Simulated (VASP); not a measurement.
# ScB2Sb3 (Immm) in VASP: further runs, part 2 of 3

VASP 6.6.1. Earlier steps stand in the parts before.

## Step 3: Single point, PBE

This run uses another cell than the first one, of 28.34 Å³/atom.

INCAR

```
SYSTEM = ScB2Sb3
  PREC = Accurate
  ENCUT = 520
  EDIFF = 1E-7
  ISMEAR = 0
  SIGMA = 0.1
  LREAL = .FALSE.
  LASPH = .TRUE.
  NELM = 60
  ALGO = Normal
  ISIF = 2
  LWAVE = .FALSE.
  LCHARG = .FALSE.
  GGA = PE
  NBANDS = 25
```

KPOINTS

```
regular mesh
0
G
  4 4 4
  0 0 0
```

POSCAR

```
ScB2Sb3
1.0
   -2.3861760733      3.0350901329      5.8695907921
    2.3861760733     -3.0350901329      5.8695907921
    2.3861760733      3.0350901329     -5.8695907921
Sc B Sb
1 2 3
Direct
    0.0000000000      0.5000000000      0.5000000000
    0.3239066607      0.3239066607      0.0000000000
    0.6760933393      0.6760933393      0.0000000000
    0.8531795033      0.8531795033      0.0000000000
    0.1468204967      0.1468204967      0.0000000000
    0.5000000000      0.5000000000      0.0000000000
```

Potentials or basis: VASP PAW PBE potentials, release 64 (Sc_sv, B, Sb).

Command:

```
cat potpaw_PBE.64/Sc_sv/POTCAR potpaw_PBE.64/B/POTCAR potpaw_PBE.64/Sb/POTCAR > POTCAR
mpirun -np 1 vasp_std > vasp.out
```

OUTCAR:

```text
SYSTEM = ScB2Sb3
   PREC = Accurate
   ENCUT = 520
   EDIFF = 1E-7
   ISMEAR = 0
   LREAL = .FALSE.
   LASPH = .TRUE.
   NELM = 60
   ISIF = 2
   GGA = PE

 ion  position               nearest neighbor table
   1  0.000  0.500  0.500-   5 2.94   4 2.94   5 2.94   4 2.94   6 3.04   6 3.04
   2  0.324  0.324  0.000-   6 2.07   5 2.08
   3  0.676  0.676  0.000-   6 2.07   4 2.08
   4  0.853  0.853  0.000-   3 2.08   1 2.94   1 2.94   5 3.45
   5  0.147  0.147  0.000-   2 2.08   1 2.94   1 2.94   4 3.45
   6  0.500  0.500  0.000-   2 2.07   3 2.07   1 3.04   1 3.04

  LATTYP: Found a body centered orthorhombic cell.
 ALAT       =     4.7723521466
 B/A-ratio  =     1.2719472661
 C/A-ratio  =     2.4598313837

  Lattice vectors:

 A1 = (  -2.3861760733,   3.0350901329,   5.8695907921)
 A2 = (   2.3861760733,  -3.0350901329,   5.8695907921)
 A3 = (   2.3861760733,   3.0350901329,  -5.8695907921)

Analysis of symmetry for initial positions (statically):
=====================================================================
 Subroutine PRICEL returns:
 Original cell was already a primitive cell.

 Routine SETGRP: Setting up the symmetry group for a
 body centered orthorhombic supercell.

 Subroutine GETGRP returns: Found  8 space group operations
 (whereof  8 operations were pure point group operations)
 out of a pool of  8 trial point group operations.

The static configuration has the point symmetry D_2h.

Analysis of symmetry for dynamics (positions and initial velocities):
=====================================================================
 Subroutine PRICEL returns:
 Original cell was already a primitive cell.

 Routine SETGRP: Setting up the symmetry group for a
 body centered orthorhombic supercell.

 Subroutine GETGRP returns: Found  8 space group operations
 (whereof  8 operations were pure point group operations)
 out of a pool of  8 trial point group operations.

The dynamic configuration has the point symmetry D_2h.

 Subroutine INISYM returns: Found  8 space group operations
 (whereof  8 operations are pure point group operations),
 and found     1 'primitive' translations

----------------------------------------------------------------------------------------

                                     Primitive cell

  volume of cell :     170.0364

  direct lattice vectors                    reciprocal lattice vectors
    -2.386176073  3.035090133  5.869590792     0.000000000  0.164739753  0.085184814
     2.386176073 -3.035090133  5.869590792     0.209540279  0.000000000  0.085184814
     2.386176073  3.035090133 -5.869590792     0.209540279  0.164739753  0.000000000

  length of vectors
     7.025503856  7.025503856  7.025503856     0.185460613  0.226193680  0.266545146

  position of ions in fractional coordinates (direct lattice)
     0.000000000  0.500000000  0.500000000
     0.323906661  0.323906661  0.000000000
     0.676093339  0.676093339  0.000000000
     0.853179503  0.853179503  0.000000000
     0.146820497  0.146820497  0.000000000
     0.500000000  0.500000000  0.000000000

[... 31 lines left out ...]
 ===========================================

 Found     18 irreducible k-points:

 Following reciprocal coordinates:
            Coordinates               Weight
  0.000000  0.000000  0.000000      1.000000
  0.250000  0.000000 -0.000000      4.000000
  0.500000  0.000000 -0.000000      2.000000
  0.000000  0.250000  0.000000      4.000000
  0.250000  0.250000  0.000000      8.000000
  0.500000  0.250000  0.000000      8.000000
[... 10 lines left out ...]
 -0.250000 -0.250000  0.250000      2.000000
  0.500000  0.500000  0.500000      1.000000
   k-points           NKPTS =     18   k-points in BZ     NKDIM =     18   number of bands    NBANDS=     25
   number of dos      NEDOS =    301   number of ions     NIONS =      6
   total plane-waves  NPLWV = 157464
   dimension x,y,z NGX =    54 NGY =   54 NGZ =   54
   dimension x,y,z NGXF=   108 NGYF=  108 NGZF=  108
   ions per type =               1   2   3
   NGX,Y,Z   is equivalent  to a cutoff of  12.78, 12.78, 12.78 a.u.
   NGXF,Y,Z  is equivalent  to a cutoff of  25.56, 25.56, 25.56 a.u.
 SYSTEM =  ScB2Sb3
   PREC   = accura    normal or accurate (medium, high low for compatibility)
   ISTART =      0    job   : 0-new  1-cont  2-samecut
   ICHARG =      2    charge: 1-file 2-atom 10-const
   ISPIN  =      1    spin polarized calculation?
   LNONCOLLINEAR =      F non collinear calculations
   LSORBIT =      F    spin-orbit coupling
   LASPH  =      T    aspherical Exc in radial PAW
   ENCUT  =  520.0 eV  38.22 Ry    6.18 a.u.  13.06 13.06 13.06*2*pi/ulx,y,z
   NELM   =     60;   NELMIN=  2; NELMDL= -5     # of ELM steps
   EDIFF  = 0.1E-06   stopping-criterion for ELM
   LREAL  =      F    real-space projection
   EDIFFG = 0.1E-05   stopping-criterion for IOM
   NSW    =      0    number of steps for IOM
   IBRION =     -1    ionic relax: 0-MD 1-quasi-New 2-CG
   NFREE  =      0    steps in history (QN), initial steepest desc. (CG)
   ISIF   =      2    stress and relaxation
   ISYM   =      2    0-nonsym 1-usesym 2-fastsym
   POTIM  = 0.5000    time-step for ionic-motion
   TEBEG  =    0.0;   TEEND  =   0.0 temperature during run
   PSTRESS=    0.0 pullay stress
   NELECT =      32.0000    total number of electrons
   NUPDOWN=      -1.0000    fix difference up-down
   EMIN   =  10.00;   EMAX   =-10.00  energy-range for DOS
   EFERMI =   0.00;   METHOD = LEGACY
   ISMEAR =     0;   SIGMA  =   0.10  broadening in eV -4-tet -1-fermi 0-gaus
   EFERMI_NEDOS =   21; number of points for ismear=-14 and -15
   IALGO  =     38    algorithm
   IMIX   =      4    mixing-type and parameters
     AMIX     =   0.40;   BMIX     =  1.00
     AMIX_MAG =   1.60;   BMIX_MAG =  1.00
  volume/ion in A,a.u.               =      28.34       191.24
  Fermi-wavevector in a.u.,A,eV,Ry     =   0.938161  1.772868 11.975122  0.880147
  Thomas-Fermi vector in A             =   2.065345
   LORBIT       =      0    0 simple, 1 ext, 2 COOP (PROOUT), +10 PAW based schemes
   GGA     = PE    functional components
   LHFCALC =     F    Hartree Fock is set to
   AEXX    =    0.0000 exact exchange contribution
   IVDW    =     0    specifies the selected vdW correction
   LEPSILON=     F    determine dielectric tensor
   LRPA    =     F    only Hartree local field effects (RPA)
 non-spin polarized calculation
 Gauss-broadening in eV      SIGMA  =   0.10
  energy-cutoff  :      520.00
  volume of cell :      170.04
 maximum number of plane-waves:      4600
 NGX is ok and might be reduce to    54
   NGX = 27   NGY = 27   NGZ = 27

 number of electron      31.9999999 magnetization

 Free energy of the ion-electron system (eV)
  ---------------------------------------------------
  ext. energy  EPLUGINS =         0.00000000
  ---------------------------------------------------
  free energy    TOTEN  =       -26.15877426 eV

  energy without entropy =      -26.14916305  energy(sigma->0) =      -26.15396865

 E-fermi :   3.6447     XC(G=0):  -8.5807

 val. band max:        3.6349274787   @ k =   0.0000   0.0000   0.0000
 cond. band min:       3.6688840518   @ k =   0.5000  -0.2500   0.2500
 fundamental gap:      0.0339565731
 Fermi energy:         3.6446924168

 k-point     1 :       0.0000    0.0000    0.0000
  band No.  band energies     occupation
      1     -46.6551      2.00000
      2     -25.2889      2.00000
      3     -25.2800      2.00000
      4     -25.2703      2.00000
      5      -7.6792      2.00000
      6      -5.8147      2.00000
[... 493 lines left out ...]
     24       6.2562      0.00000
     25       6.3343      0.00000

------------------------ aborting loop because EDIFF is reached ----------------------------------------

  FORCE on cell =-STRESS in cart. coord.  units (eV):
  Direction    XX          YY          ZZ          XY          YZ          ZX
  --------------------------------------------------------------------------------------
  -------------------------------------------------------------------------------------
  Total       -0.0427211     -0.0060887      1.0030132      0.0000000      0.0000000      0.0000000
  in kB       -0.4025416     -0.0573711      9.4509471      0.0000000      0.0000000      0.0000000
  external PRESSURE =       2.9970115 kB  Pullay stress =       0.0000000 kB

 VOLUME and BASIS-vectors are now :
 -----------------------------------------------------------------------------
  energy-cutoff  :      520.00
  volume of cell :      170.04
      direct lattice vectors                 reciprocal lattice vectors
    -2.386176073  3.035090133  5.869590792     0.000000000  0.164739753  0.085184814
     2.386176073 -3.035090133  5.869590792     0.209540279  0.000000000  0.085184814
     2.386176073  3.035090133 -5.869590792     0.209540279  0.164739753  0.000000000

 POSITION                                       TOTAL-FORCE (eV/Angst)
 -----------------------------------------------------------------------------------
      2.38618      0.00000      0.00000        -0.000000      0.000000      0.000000
      0.00000      0.00000      3.80240        -0.000000     -0.000000      0.007443
      0.00000      0.00000      7.93678        -0.000000      0.000000     -0.007443
      0.00000      0.00000     10.01563         0.000000      0.000000      0.120290
      0.00000      0.00000      1.72355         0.000000     -0.000000     -0.120290
      0.00000      0.00000      5.86959        -0.000000      0.000000      0.000000
 -----------------------------------------------------------------------------------
    total drift:                                0.000000     -0.000000     -0.000000

  FREE ENERGIE OF THE ION-ELECTRON SYSTEM (eV)
  ---------------------------------------------------
  free  energy   TOTEN  =       -26.1587742596 eV

  energy  without entropy=      -26.1491630493  energy(sigma->0) =      -26.15396865
```

Wall time 2.6 min (1 thread of Intel Xeon Platinum 8488C (Sapphire Rapids), shared host); peak memory 0.42 GiB.

Results:

| Item | Value |
| --- | --- |
| Free energy | -26.1588 eV |
| Pressure | 0.3 GPa |
| Largest force | 0.120 eV/Å |
| Band gap on the k mesh | zero (bands 16 and 17 overlap by 0.48 eV) |

Forces in eV/Å, atoms in the order of the input:
```
Sc   0.000  0.000  0.000
B    0.000  0.000  0.007
B    0.000  0.000 -0.007
Sb   0.000  0.000  0.120
Sb   0.000  0.000 -0.120
Sb   0.000  0.000  0.000
```

Stress tensor (GPa, compression positive):
```
-0.04  0.00  0.00
 0.00 -0.01  0.00
 0.00  0.00  0.95
```

Caveat: spin-orbit coupling is left out, which moves the levels of the heavy elements.

## Step 4: Relaxation of cell and atoms, PBE

INCAR

```
PREC     = Accurate       # precision mode
ENCUT    = 600            # plane-wave cutoff, eV
EDIFF    = 1E-6           # SCF threshold, eV
ISMEAR   = 0              # smearing method
SIGMA    = 0.1            # smearing width, eV
LREAL    = F              # projectors in reciprocal space
LASPH    = T              # aspherical terms in the spheres
NELM     = 100            # most SCF steps
ALGO     = Normal         # electronic algorithm
ISIF     = 3              # what is computed and relaxed
LWAVE    = F              # write WAVECAR
LCHARG   = F              # write CHGCAR
GGA      = PE             # functional
IBRION   = 2              # ionic algorithm
NSW      = 90             # ionic steps
EDIFFG   = -0.04          # ionic threshold
```

KPOINTS

```
Automatic mesh
0
Gamma
  4 4 4
```

POSCAR

```
ScB2Sb3
1.0
   -2.5497362300      3.5578965700      4.1766581500
    2.5497362300     -3.5578965700      4.1766581500
    2.5497362300      3.5578965700     -4.1766581500
Sc B Sb
1 2 3
Direct
    0.0000000000      0.5000000000      0.5000000000
    0.3356680400      0.3356680400      0.0000000000
    0.6643319600      0.6643319600      0.0000000000
    0.8414172300      0.8414172300      0.0000000000
    0.1585827700      0.1585827700      0.0000000000
    0.5000000000      0.5000000000      0.0000000000
```

Command:

```
cat potpaw_PBE.64/Sc_sv/POTCAR potpaw_PBE.64/B/POTCAR potpaw_PBE.64/Sb/POTCAR > POTCAR
mpirun -np 1 vasp_std > vasp.out
```

It took 63 min on 1 thread of Intel Xeon Platinum 8488C (Sapphire Rapids), shared host; peak memory 0.41 GiB.

Results (log left out):

```yaml
Free_energy: -26.1428 eV
Relaxed_volume: 26.89 Å³/atom
Relaxed_cell: a = 7.106 Å, b = 7.106 Å, c = 7.106 Å, α = 142.38°, β = 131.80°, γ = 62.70°
Space_group_after_relaxing_to_0.1_Å: Immm (No. 71)
Pressure_after_relaxing: 0.0 GPa
Largest_force_after_relaxing: 0.040 eV/Å
Band_gap_on_the_k_mesh: zero (bands 16 and 17 overlap by 0.77 eV)
```

Forces in eV/Å, atoms in the order of the input:
```
Sc   0.000  0.000  0.000
B    0.000  0.000 -0.040
B    0.000  0.000  0.040
Sb   0.000  0.000  0.008
Sb   0.000  0.000 -0.008
Sb   0.000  0.000  0.000
```

Stress tensor (GPa, compression positive):
```
-0.12  0.00  0.00
 0.00  0.13  0.00
 0.00  0.00 -0.03
```

Final structure:
```cif
data_structure
_symmetry_space_group_name_H-M 'P 1'
_symmetry_Int_Tables_number 1
_cell_length_a 7.1056
_cell_length_b 7.1056
_cell_length_c 7.1056
_cell_angle_alpha 142.380
_cell_angle_beta 131.797
_cell_angle_gamma 62.704
_cell_volume 161.35
loop_
_atom_site_label
_atom_site_type_symbol
_atom_site_fract_x
_atom_site_fract_y
_atom_site_fract_z
_atom_site_occupancy
Sc1 Sc 0.00000 0.50000 0.50000 1
B1 B 0.32550 0.32550 0.00000 1
B2 B 0.67450 0.67450 0.00000 1
Sb1 Sb 0.84893 0.84893 0.00000 1
Sb2 Sb 0.15107 0.15107 0.00000 1
Sb3 Sb 0.50000 0.50000 0.00000 1
```

Levels at points of the mesh, in eV from the Fermi level:
| k point | band 12 | band 13 | band 14 | band 15 | band 16 | band 17 | band 18 | band 19 | band 20 |
| --- | --- | --- | --- | --- | --- | --- | --- | --- | --- |
| (0.00, 0.00, 0.00) | -2.31 | -2.12 | -1.50 | -0.16 | 0.24 | 0.43 | 0.97 | 1.03 | 1.05 |
| (0.50, 0.00, 0.00) | -2.00 | -1.41 | -1.11 | -1.07 | -0.80 | 0.64 | 0.67 | 1.25 | 1.51 |
| (0.00, 0.50, 0.00) | -2.72 | -2.46 | -1.88 | -1.10 | -0.41 | -0.36 | 0.12 | 0.43 | 1.46 |
| (0.50, 0.50, 0.00) | -3.10 | -2.92 | -1.65 | -0.51 | 0.15 | 0.60 | 0.72 | 0.89 | 1.44 |
| (0.50, 0.50, 0.50) | -2.48 | -1.16 | -0.89 | -0.81 | -0.04 | 0.71 | 0.72 | 1.06 | 1.21 |

Caveat: the k points lie up to 0.37 Å⁻¹ apart in the final cell, too coarse for converged energies and pressures of a metal; a cell axis changed by over 15 % at a fixed basis, so the end point is rough; spin-orbit coupling is left out, which moves the levels of the heavy elements.

(Continued in part 3 of 3.)
